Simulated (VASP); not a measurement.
Input of a VASP 6.6.1 run:

The input INCAR:

```
PREC     = Accurate       # precision mode
ENCUT    = 600            # plane-wave cutoff, eV
EDIFF    = 1E-6           # SCF threshold, eV
ISMEAR   = 0              # smearing method
SIGMA    = 0.01           # smearing width, eV
LREAL    = F              # projectors in reciprocal space
LASPH    = T              # aspherical terms in the spheres
NELM     = 120            # most SCF steps
ALGO     = Normal         # electronic algorithm
ISIF     = 2              # what is computed and relaxed
LWAVE    = F              # write WAVECAR
LCHARG   = F              # write CHGCAR
GGA      = PE             # functional
NBANDS   = 11             # bands
GGA_COMPAT= F
```

The input KPOINTS:

```
regular mesh
0
Gamma
  6 6 6
```

POSCAR

```
BeTe
1.0
    0.0000000000      2.8324262124      2.8324262124
    2.8324262124      0.0000000000      2.8324262124
    2.8324262124      2.8324262124      0.0000000000
Be Te
1 1
Direct
    0.0000000000      0.0000000000      0.0000000000
    0.2500000000      0.2500000000      0.2500000000
```

Potentials or basis: VASP PAW PBE potentials, release 64 (Be, Te).

The run is started by

```bash
$ cat potpaw_PBE.64/Be/POTCAR potpaw_PBE.64/Te/POTCAR > POTCAR
$ mpirun -np 1 vasp_std > vasp.out
```

Problem. Estimate the pressure.

Solution. 0.1 GPa.

Problem. Predict the band gap on the k mesh.

Solution. 2.01 eV, indirect (least direct gap 3.62 eV).

Caveat: spin-orbit coupling is left out, which moves the levels of the heavy elements. A k mesh can miss the band edges.
